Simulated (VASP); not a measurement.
# Ti8Al24O (a cell with a defect) (O interstitial hop) in VASP: further runs

The runs below take Ti8Al24O (a cell with a defect) (O interstitial hop) through single point, with PBE.

All numbers are computed with VASP 6.6.1; they aren't measurements. Logs are shortened: lines on timing, memory, paths and dates and some standing lists are left out, and cuts for length are marked.

## 1. The cell of the first run

The cell holds a defect, 33 atoms: a = 7.690 Å, b = 7.690 Å, c = 8.624 Å, α = 90.00°, β = 90.00°, γ = 90.00°.

## 2. Single point, PBE

Contents of INCAR:

```
PREC = Accurate
ENCUT = 520
EDIFF = 1E-6
ISMEAR = 1
SIGMA = 0.1
LREAL = Auto
LASPH = True
NELM = 100
ALGO = Normal
ISIF = 2
LWAVE = False
LCHARG = False
GGA = PE
NBANDS = 109
```

Contents of KPOINTS:

```
Automatic mesh
0
Gamma
  2 2 2
```

Contents of POSCAR:

```
Ti8Al24O
1.0
    7.6895028900      0.0000000000      0.0000000000
    0.0000000000      7.6895028900      0.0000000000
    0.0000000000      0.0000000000      8.6237151300
Ti Al O
8 24 1
Direct
    0.0051565102      0.0007545351     -0.0003481098
    0.2505405132      0.2508723942      0.4958401264
   -0.0164400745      0.5007547373     -0.0000019713
    0.2505479259      0.7506297979      0.4958256315
    0.4959225654      0.0007596070     -0.0003402246
    0.7505490384      0.2484990288      0.5016079421
    0.5174758443      0.5007608496      0.0000158864
    0.7505398051      0.7530082351      0.5015917078
    0.0007930292      0.0007450417      0.4983602699
    0.2505376521      0.2537164012     -0.0148941608
   -0.0043658219      0.2469786444      0.2534695276
    0.2505470155      0.0007393196      0.7422033200
    0.0002738799      0.2510297515      0.7485295957
    0.2505423338      0.0007521943      0.2471270175
   -0.0046805366      0.5007535669      0.4994705803
    0.2505453249      0.7477987956     -0.0149403126
   -0.0043616604      0.7545005292      0.2534355515
    0.2505511770      0.5007620200      0.7332398977
    0.0002468300      0.7504788128      0.7485123178
    0.2505696438      0.5007274274      0.2784899505
    0.5002976207      0.0007549253      0.4983643285
    0.7505374642      0.2436685475     -0.0008657522
    0.5054516600      0.2469731824      0.2534724266
    0.7505396750      0.0007612976      0.7485293638
    0.5008023347      0.2510327426      0.7485344660
    0.7505526797      0.0007402299      0.2524326195
    0.5057659846      0.5007442035      0.4994666376
    0.7505348632      0.7578521113     -0.0008807109
    0.5054472383      0.7545136640      0.2534353196
    0.7505392849      0.5007535669      0.7484782258
    0.5008317254      0.7504786828      0.7485197392
    0.7505395450      0.5007357504      0.2515861166
    0.2505242572      0.5007434232      0.0645219597
```

Potentials or basis: VASP PAW PBE potentials, release 64 (Ti_sv, Al, O).

On the command line:

```bash
cat potpaw_PBE.64/Ti_sv/POTCAR potpaw_PBE.64/Al/POTCAR potpaw_PBE.64/O/POTCAR > POTCAR
mpirun -np 1 vasp_std > vasp.out
```

OUTCAR:

```text
PREC = Accurate
   ENCUT = 520
   EDIFF = 1E-6
   ISMEAR = 1
   LREAL = Auto
   LASPH = True
   NELM = 100
   ISIF = 2
   GGA = PE

 ion  position               nearest neighbor table
   1  0.005  0.001  1.000-  28 2.71  22 2.71  10 2.71  16 2.71  14 2.85  17 2.89  11 2.90  13 2.90
                            19 2.90  12 2.91  24 2.92  26 2.93
   2  0.251  0.251  0.496-  20 2.68  21 2.72   9 2.72  27 2.75  15 2.75  18 2.81  11 2.87  23 2.87
                            12 2.87  14 2.88  13 2.91  25 2.91
   3  0.984  0.501  1.000-  33 2.13  22 2.67  28 2.67  10 2.80  16 2.80  30 2.81  32 2.81  13 2.90
                            19 2.90  17 2.93  11 2.93  18 3.08
   4  0.251  0.751  0.496-  20 2.68   9 2.72  21 2.72  27 2.75  15 2.75  18 2.81  29 2.87  17 2.87
                            12 2.87  14 2.88  31 2.91  19 2.91
   5  0.496  0.001  1.000-  28 2.71  22 2.71  16 2.71  10 2.71  14 2.85  29 2.89  23 2.89  25 2.90
                            31 2.90  12 2.91  24 2.92  26 2.93
   6  0.751  0.248  0.502-  15 2.70  27 2.70  21 2.71   9 2.71  11 2.85  23 2.85  24 2.86  13 2.87
                            25 2.87  26 2.87  30 2.88  32 2.90
   7  0.517  0.501  0.000-  33 2.13  28 2.67  22 2.67  16 2.80  10 2.80  30 2.81  32 2.81  25 2.90
                            31 2.90  29 2.93  23 2.93  18 3.08
   8  0.751  0.753  0.502-  15 2.70  27 2.70  21 2.71   9 2.71  29 2.85  17 2.85  24 2.86  19 2.87
                            31 2.87  26 2.87  30 2.88  32 2.90
   9  0.001  0.001  0.498-   8 2.71   6 2.71   4 2.72   2 2.72  11 2.84  17 2.84  12 2.85  26 2.86
                            19 2.89  24 2.89  13 2.89  14 2.90
  10  0.251  0.254  0.985-  33 2.02   5 2.71   1 2.71   7 2.80   3 2.80  25 2.80  13 2.80  12 2.86
                            18 2.89  14 2.98  11 3.03  23 3.03  20 3.16
  11  0.996  0.247  0.253-  26 2.67  32 2.71  14 2.73  20 2.77   9 2.84   6 2.85   2 2.87  15 2.88
                            22 2.89   1 2.90   3 2.93  10 3.03
  12  0.251  0.001  0.742-  31 2.72  25 2.72  19 2.72  13 2.72  21 2.85   9 2.85  16 2.86  10 2.86
                             4 2.87   2 2.87   5 2.91   1 2.91
  13  0.000  0.251  0.749-  30 2.72  24 2.72  18 2.72  12 2.72  10 2.80   6 2.87  15 2.88   9 2.89
                            22 2.89   1 2.90   3 2.90   2 2.91
  14  0.251  0.001  0.247-  23 2.73  11 2.73  29 2.73  17 2.73   5 2.85   1 2.85   4 2.88   2 2.88
                             9 2.90  21 2.90  10 2.98  16 2.98
  15  0.995  0.501  0.499-   6 2.70   8 2.70  20 2.74   2 2.75   4 2.75  18 2.81  32 2.85  30 2.86
                            19 2.88  13 2.88  11 2.88  17 2.88
  16  0.251  0.748  0.985-  33 2.02   5 2.71   1 2.71   7 2.80   3 2.80  31 2.80  19 2.80  12 2.86
                            18 2.89  14 2.98  29 3.03  17 3.03  20 3.16
  17  0.996  0.755  0.253-  26 2.67  32 2.71  14 2.73  20 2.77   9 2.84   8 2.85   4 2.87  15 2.88
                            28 2.89   1 2.89   3 2.93  16 3.03
  18  0.251  0.501  0.733-  25 2.72  31 2.72  13 2.72  19 2.72   4 2.81   2 2.81  27 2.81  15 2.81
                            16 2.89  10 2.89   7 3.08   3 3.08
  19  0.000  0.750  0.749-  30 2.72  24 2.72  18 2.72  12 2.72  16 2.80   8 2.87  15 2.88   9 2.89
                            28 2.89   1 2.90   3 2.90   4 2.91
  20  0.251  0.501  0.278-  33 1.85   2 2.68   4 2.68  27 2.74  15 2.74  23 2.77  29 2.77  11 2.77
                            17 2.77  10 3.16  16 3.16
  21  0.500  0.001  0.498-   8 2.71   6 2.71   2 2.72   4 2.72  23 2.84  29 2.84  12 2.85  26 2.86
                            24 2.89  31 2.89  25 2.89  14 2.90
  22  0.751  0.244  0.999-   3 2.67   7 2.67   5 2.71   1 2.71  24 2.86  26 2.87  25 2.89  13 2.89
                            23 2.89  11 2.89  30 2.93  32 2.94
  23  0.505  0.247  0.253-  26 2.67  32 2.71  14 2.73  20 2.77  21 2.84   6 2.85   2 2.87  27 2.88
                            22 2.89   5 2.89   7 2.93  10 3.03
  24  0.751  0.001  0.749-  19 2.72  31 2.72  13 2.72  25 2.72  28 2.86  22 2.86   6 2.86   8 2.86
                            21 2.89   9 2.89   1 2.92   5 2.92
  25  0.501  0.251  0.749-  30 2.72  24 2.72  18 2.72  12 2.72  10 2.80   6 2.87  27 2.88  21 2.89
                            22 2.89   5 2.90   7 2.90   2 2.91
  26  0.751  0.001  0.252-  11 2.67  17 2.67  29 2.67  23 2.67   9 2.86  21 2.86   8 2.87   6 2.87
                            28 2.87  22 2.87   1 2.93   5 2.93
  27  0.506  0.501  0.499-   6 2.70   8 2.70  20 2.74   2 2.75   4 2.75  18 2.81  32 2.85  30 2.86
                            25 2.88  31 2.88  23 2.88  29 2.88
  28  0.751  0.758  0.999-   3 2.67   7 2.67   5 2.71   1 2.71  24 2.86  26 2.87  31 2.89  19 2.89
                            29 2.89  17 2.89  30 2.93  32 2.94
  29  0.505  0.755  0.253-  26 2.67  32 2.71  14 2.73  20 2.77  21 2.84   8 2.85   4 2.87  27 2.88
                            28 2.89   5 2.89   7 2.93  16 3.03
[... 31 lines left out ...]
 SYSTEM =  unknown system
   PREC   = accura    normal or accurate (medium, high low for compatibility)
   ISTART =      0    job   : 0-new  1-cont  2-samecut
   ICHARG =      2    charge: 1-file 2-atom 10-const
   ISPIN  =      1    spin polarized calculation?
   LNONCOLLINEAR =      F non collinear calculations
   LSORBIT =      F    spin-orbit coupling
   LASPH  =      T    aspherical Exc in radial PAW
   ENCUT  =  520.0 eV  38.22 Ry    6.18 a.u.  14.30 14.30 16.03*2*pi/ulx,y,z
   NELM   =    100;   NELMIN=  2; NELMDL= -5     # of ELM steps
   EDIFF  = 0.1E-05   stopping-criterion for ELM
   LREAL  =      T    real-space projection
   EDIFFG = 0.1E-04   stopping-criterion for IOM
   NSW    =      0    number of steps for IOM
   IBRION =     -1    ionic relax: 0-MD 1-quasi-New 2-CG
   NFREE  =      0    steps in history (QN), initial steepest desc. (CG)
   ISIF   =      2    stress and relaxation
   ISYM   =      2    0-nonsym 1-usesym 2-fastsym
   POTIM  = 0.5000    time-step for ionic-motion
   TEBEG  =    0.0;   TEEND  =   0.0 temperature during run
   PSTRESS=    0.0 pullay stress
   NELECT =     174.0000    total number of electrons
   NUPDOWN=      -1.0000    fix difference up-down
   EMIN   =  10.00;   EMAX   =-10.00  energy-range for DOS
   EFERMI =   0.00;   METHOD = LEGACY
   ISMEAR =     1;   SIGMA  =   0.10  broadening in eV -4-tet -1-fermi 0-gaus
   EFERMI_NEDOS =   21; number of points for ismear=-14 and -15
   IALGO  =     38    algorithm
   IMIX   =      4    mixing-type and parameters
     AMIX     =   0.40;   BMIX     =  1.00
     AMIX_MAG =   1.60;   BMIX_MAG =  1.00
  volume/ion in A,a.u.               =      15.45       104.27
  Fermi-wavevector in a.u.,A,eV,Ry     =   1.144004  2.161854 17.806564  1.308746
  Thomas-Fermi vector in A             =   2.280698
   LORBIT       =      0    0 simple, 1 ext, 2 COOP (PROOUT), +10 PAW based schemes
   GGA     = PE    functional components
   LHFCALC =     F    Hartree Fock is set to
   AEXX    =    0.0000 exact exchange contribution
   IVDW    =     0    specifies the selected vdW correction
   LEPSILON=     F    determine dielectric tensor
   LRPA    =     F    only Hartree local field effects (RPA)
 non-spin polarized calculation
 Methfessel and Paxton  Order N= 1 SIGMA  =   0.10
  energy-cutoff  :      520.00
  volume of cell :      509.91
 maximum number of plane-waves:     13800
 NGX is ok and might be reduce to    60
   NGX = 29   NGY = 29   NGZ = 33

 number of electron     174.0000029 magnetization

 Free energy of the ion-electron system (eV)
  ---------------------------------------------------
  ext. energy  EPLUGINS =         0.00000000
  ---------------------------------------------------
  free energy    TOTEN  =      -172.31477620 eV

  energy without entropy =     -172.31787432  energy(sigma->0) =     -172.31580891

 E-fermi :   8.4557     XC(G=0): -10.7848

 val. band max:        8.3974879859   @ k =   0.0000   0.5000   0.0000
 cond. band min:       8.4582981829   @ k =   0.0000   0.5000   0.5000
 fundamental gap:      0.0608101969
 Fermi energy:         8.4556997633

 k-point     1 :       0.0000    0.0000    0.0000
  band No.  band energies     occupation
      1     -48.3630      2.00000
      2     -48.3610      2.00000
      3     -48.1468      2.00000
      4     -48.1455      2.00000
      5     -48.1055      2.00000
      6     -48.1042      2.00000
[... 805 lines left out ...]
     98       9.9403     -0.00000
     99       9.9644     -0.00000
 [bands above 99 left out]

------------------------ aborting loop because EDIFF is reached ----------------------------------------

  FORCE on cell =-STRESS in cart. coord.  units (eV):
  Direction    XX          YY          ZZ          XY          YZ          ZX
  --------------------------------------------------------------------------------------
  -------------------------------------------------------------------------------------
  Total        5.3267123      1.3381089      9.4904907      0.0090863      0.0039872     -0.0042707
  in kB       16.7370492      4.2044687     29.8200469      0.0285499      0.0125283     -0.0134190
  external PRESSURE =      16.9205216 kB  Pullay stress =       0.0000000 kB

 VOLUME and BASIS-vectors are now :
 -----------------------------------------------------------------------------
  energy-cutoff  :      520.00
  volume of cell :      509.91
      direct lattice vectors                 reciprocal lattice vectors
     7.689502890  0.000000000  0.000000000     0.130047418  0.000000000  0.000000000
     0.000000000  7.689502890  0.000000000     0.000000000  0.130047418  0.000000000
     0.000000000  0.000000000  8.623715130     0.000000000  0.000000000  0.115959303

 POSITION                                       TOTAL-FORCE (eV/Angst)
 -----------------------------------------------------------------------------------
      0.03965      0.00580      8.62071        -0.006161      0.003079      0.000918
      1.92653      1.92908      4.27598        -0.004232     -0.012523     -0.002111
      7.56309      3.85055      8.62370        -0.001868     -0.000260     -0.006984
      1.92659      5.77197      4.27586        -0.002694     -0.000047      0.000960
      3.81340      0.00584      8.62078        -0.000899     -0.001506     -0.007890
      5.77135      1.91083      4.32572         0.000914     -0.004960     -0.002076
[... 25 lines left out ...]
      5.77128      3.85041      2.16961         0.001049      0.000744     -0.003314
      1.92641      3.85047      0.55642        -0.001535     -0.000363     -0.001778
 -----------------------------------------------------------------------------------
    total drift:                                0.005876      0.000028      0.004948

  FREE ENERGIE OF THE ION-ELECTRON SYSTEM (eV)
  ---------------------------------------------------
  free  energy   TOTEN  =      -172.3147762003 eV

  energy  without entropy=     -172.3178743204  energy(sigma->0) =     -172.31580891
```

Wall time 12 min (1 thread of Intel Xeon Platinum 8375C at 2.90GHz (Ice Lake), shared host); peak memory 0.66 GiB.

Results:

```yaml
Free_energy: -172.3148 eV
Pressure: 1.7 GPa
Largest_force: 0.013 eV/Å
Band_gap_on_the_k_mesh: zero (band 87 reaches 8.79 eV, above the bottom of band 88 at 8.08 eV)
```

Forces on the atoms (eV/Å):
```
Ti  -0.006  0.003  0.001
Ti  -0.004 -0.013 -0.002
Ti  -0.002  0.000 -0.007
Ti  -0.003  0.000  0.001
Ti  -0.001 -0.002 -0.008
Ti   0.001 -0.005 -0.002
Ti   0.010  0.000 -0.008
Ti   0.000  0.004  0.002
Al   0.002  0.001  0.001
Al   0.001  0.002  0.001
Al   0.002  0.002  0.002
Al   0.000  0.000  0.003
Al   0.001  0.000 -0.001
Al   0.001  0.000  0.004
Al  -0.003  0.002  0.001
Al   0.001 -0.002 -0.001
Al   0.000 -0.001  0.002
Al   0.001  0.001  0.003
Al   0.001  0.000 -0.001
Al   0.000  0.001  0.010
Al  -0.003  0.001  0.001
Al   0.001 -0.001  0.000
Al  -0.001  0.002  0.000
Al   0.001  0.001  0.003
Al   0.001  0.001  0.001
Al   0.000  0.001 -0.002
Al   0.002  0.002  0.002
Al   0.000 -0.002  0.000
Al  -0.001  0.000  0.001
Al   0.000  0.001 -0.001
Al  -0.001  0.001 -0.001
Al   0.001  0.001 -0.003
O   -0.002  0.000 -0.002
```

Levels at points of the mesh, in eV from the Fermi level:
```csv
k point,band 83,band 84,band 85,band 86,band 87,band 88,band 89,band 90,band 91,band 92
"(0.00, 0.00, 0.00)",-0.46,-0.26,-0.22,0.06,0.07,0.13,0.18,0.57,0.58,0.63
"(0.50, 0.00, 0.00)",-0.91,-0.78,-0.59,-0.49,-0.11,-0.09,0.43,0.61,0.71,0.71
"(0.00, 0.50, 0.00)",-0.80,-0.79,-0.50,-0.48,-0.40,-0.08,-0.06,0.62,0.62,0.77
"(0.50, 0.50, 0.00)",-0.43,-0.39,-0.34,-0.23,0.03,0.10,0.16,0.19,0.21,0.86
"(0.00, 0.00, 0.50)",-0.38,-0.34,0.04,0.32,0.33,0.37,0.40,0.63,0.66,0.70
"(0.50, 0.00, 0.50)",-0.51,-0.47,-0.41,-0.35,-0.31,0.04,0.09,0.09,0.62,0.65
"(0.00, 0.50, 0.50)",-0.46,-0.44,-0.37,-0.31,-0.24,0.00,0.07,0.12,0.20,0.65
"(0.50, 0.50, 0.50)",-0.57,-0.46,-0.42,-0.42,-0.39,-0.38,-0.36,0.09,0.17,1.19
```

Caveat: the k points lie up to 0.41 Å⁻¹ apart.

## 3. Single point, PBE

Contents of INCAR:

```
SYSTEM = Ti8Al24O
PREC = Accurate ; ENCUT = 520
EDIFF = 1E-6 ; ISMEAR = 1
SIGMA = 0.1 ; LREAL = Auto
LASPH = .TRUE. ; NELM = 80
ALGO = Normal ; ISIF = 2
LWAVE = .FALSE. ; LCHARG = .TRUE.
GGA = PE ; LELF = .TRUE.
LVHAR = .TRUE. ; NBANDS = 109
```

Contents of KPOINTS:

```
regular mesh
0
G
  2 2 2
  0 0 0
```

Contents of POSCAR:

```
Ti8Al24O
1.0
    7.6895028900      0.0000000000      0.0000000000
    0.0000000000      7.6895028900      0.0000000000
    0.0000000000      0.0000000000      8.6237151300
Ti Al O
8 24 1
Direct
   -0.0001812234     -0.0046429165     -0.0003649323
    0.2475068142      0.2500335293      0.5016246231
   -0.0001827766      0.5046696657     -0.0003662621
    0.2499226154      0.7500284483      0.4958134582
    0.4998028730      0.0169595333      0.0000572971
    0.7521111653      0.2500311531      0.5016158248
    0.4998071779      0.4830565079      0.0000320393
    0.7497063826      0.7500279381      0.4958034364
   -0.0001923433     -0.0002498830      0.4983540508
    0.2426909948      0.2500140566     -0.0008468677
   -0.0001905537      0.2500271733      0.2524015202
    0.2501047315      0.0002817286      0.7485387269
   -0.0001918862      0.2500153427      0.7485625906
    0.2460392467      0.0049058897      0.2534561098
   -0.0001925598      0.5003047963      0.4983606770
    0.2528161710      0.7500077235     -0.0149052638
   -0.0001678971      0.7500082646      0.2470945266
    0.2501032028      0.4997708215      0.7485338653
   -0.0002009755      0.7500121184      0.7422416047
    0.2460383674      0.4951608560      0.2534348975
    0.4998138356      0.0052796787      0.4994708011
    0.7569277332      0.2500135825     -0.0008489617
    0.4998100553      0.2500382622      0.2515942626
    0.7495138429      0.0002995022      0.7485215382
    0.4998057491      0.2499976629      0.7485179239
    0.7535712215      0.0049109250      0.2534485717
    0.4998126238      0.4947852954      0.4994466270
    0.7468556654      0.7500090086     -0.0149265467
    0.4998044101      0.7500484178      0.2784457432
    0.7495144062      0.4997478409      0.7485117381
    0.4998301618      0.7500384953      0.7331623530
    0.7535746603      0.4951560643      0.2534316254
    0.4998988036      0.7500034612      0.0644273809
```

Potentials or basis: VASP PAW PBE potentials, release 64 (Ti_sv, Al, O).

On the command line:

```bash
cat potpaw_PBE.64/Ti_sv/POTCAR potpaw_PBE.64/Al/POTCAR potpaw_PBE.64/O/POTCAR > POTCAR
mpirun -np 1 vasp_std > vasp.out
```

Run time: 12 min. Hardware: 1 thread of Intel Xeon Platinum 8375C at 2.90GHz (Ice Lake), shared host; peak memory 0.67 GiB.

It converged, with:

- Free energy: -172.3147 eV
- Pressure: 1.7 GPa
- Largest force: 0.014 eV/Å
- Band gap on the k mesh: zero (band 87 reaches 8.79 eV, above the bottom of band 88 at 8.08 eV)

Forces on the atoms (eV/Å):
```
Ti  -0.001  0.008  0.000
Ti  -0.001 -0.002 -0.007
Ti  -0.001 -0.009  0.000
Ti   0.001 -0.001  0.000
Ti   0.003  0.010 -0.008
Ti  -0.001 -0.001 -0.006
Ti   0.004 -0.009 -0.006
Ti   0.000  0.001 -0.001
Al   0.001  0.000  0.001
Al   0.002  0.000  0.000
Al   0.000  0.001  0.000
Al  -0.001 -0.001 -0.001
Al   0.000  0.000  0.001
Al   0.002  0.000  0.001
Al   0.000  0.001  0.000
Al   0.001  0.000 -0.001
Al  -0.001  0.001  0.007
Al   0.000  0.000 -0.001
Al  -0.002  0.001  0.000
Al   0.002  0.000  0.002
Al  -0.002  0.003  0.000
Al  -0.002  0.000  0.000
Al   0.000  0.000 -0.001
Al   0.001 -0.002 -0.001
Al  -0.001  0.002 -0.002
Al  -0.001  0.000  0.002
Al  -0.002 -0.003  0.001
Al  -0.001  0.000 -0.001
Al   0.001  0.000  0.011
Al   0.001  0.001  0.000
Al  -0.002 -0.001  0.003
Al  -0.001 -0.001  0.002
O   -0.001  0.000  0.005
```

Stress tensor (GPa, compression positive):
```
0.42 0.00 0.01
0.00 1.67 0.00
0.01 0.00 2.98
```

Levels at points of the mesh, in eV from the Fermi level:
```
           k point  band 85  band 86  band 87  band 88  band 89  band 90
(0.00, 0.00, 0.00)    -0.22     0.06     0.07     0.13     0.18     0.57
(0.50, 0.00, 0.00)    -0.50    -0.47    -0.40    -0.08    -0.06     0.62
(0.00, 0.50, 0.00)    -0.59    -0.49    -0.11    -0.09     0.43     0.61
(0.50, 0.50, 0.00)    -0.34    -0.23     0.03     0.10     0.16     0.19
(0.00, 0.00, 0.50)     0.04     0.32     0.33     0.37     0.40     0.63
(0.50, 0.00, 0.50)    -0.37    -0.31    -0.24     0.00     0.07     0.12
(0.00, 0.50, 0.50)    -0.41    -0.35    -0.31     0.04     0.09     0.09
(0.50, 0.50, 0.50)    -0.42    -0.42    -0.39    -0.38    -0.36     0.09
```

Caveat: the k points lie up to 0.41 Å⁻¹ apart.
